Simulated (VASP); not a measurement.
A run of VASP 6.6.1:

File INCAR:

```
PREC     = Accurate       # precision mode
ENCUT    = 520            # plane-wave cutoff, eV
EDIFF    = 1E-6           # SCF threshold, eV
ISMEAR   = 0              # smearing method
SIGMA    = 0.1            # smearing width, eV
LREAL    = False          # projectors in reciprocal space
LASPH    = True           # aspherical terms in the spheres
NELM     = 60             # most SCF steps
ALGO     = Fast           # electronic algorithm
ISIF     = 2              # what is computed and relaxed
LWAVE    = False          # write WAVECAR
LCHARG   = False          # write CHGCAR
GGA      = PS             # functional
NBANDS   = 21             # bands
```

The input KPOINTS:

```
regular mesh
0
Gamma
  16 16 16
```

POSCAR

```
W
1.0
    3.0596981360      0.0000000000      0.0000000000
    0.0000000000      3.1818558337      0.0000000000
    0.0000000000      0.0000000000      3.1818558337
W
2
Direct
    0.0000000000      0.0000000000      0.0000000000
    0.5000000000      0.5000000000      0.5000000000
```

Potentials or basis: VASP PAW PBE potentials, release 64 (W_sv).

Launch:

```bash
$ cat potpaw_PBE.64/W_sv/POTCAR > POTCAR
$ mpirun -np 1 vasp_std > vasp.out
```

Hardware: 1 thread of Intel(R) Xeon(R) 6975P-C (Granite Rapids), with other jobs on the host.

Problem. How long does it take, and how much memory?

Solution. Run time: 73 s on 1 thread of Intel(R) Xeon(R) 6975P-C (Granite Rapids) (shared host), peak memory 0.3 GiB. Counts: scf iterations 13, k points 405.
